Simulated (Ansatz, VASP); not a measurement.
**One calculation of Hf, two programs**

```
Hf
1.0
     0.00000    2.24273    2.24273
     2.24273    0.00000    2.24273
     2.24273    2.24273    0.00000
Hf
1
Direct
  0.00000 0.00000 0.00000
```

Alike in both runs: functional PBE; k mesh 16 × 16 × 16; occupations fermi-dirac, width 0.05 eV; no spin polarisation.

Ansatz relaxed the structure, and its values are those at the end. VASP's run is a single point on that final structure, the one shown.

|  | VASP | Ansatz |
| --- | --- | --- |
| version | VASP 6.6.1 | Ansatz 0.2.0 |
| potentials or method | VASP PAW PBE potentials, release 64 (Hf_pv), cutoff 520 eV | all-electron LAPW, scalar-relativistic |

VASP gave:

| Property | Result |
| --- | --- |
| pressure (GPa) | -0.5 |

**Question.** What did Ansatz give for the same quantities?

**Answer.** Pressure (GPa): 0.0.

Ansatz ran all-electron here, and VASP with PAW potentials.

Neither program's run includes spin-orbit coupling.
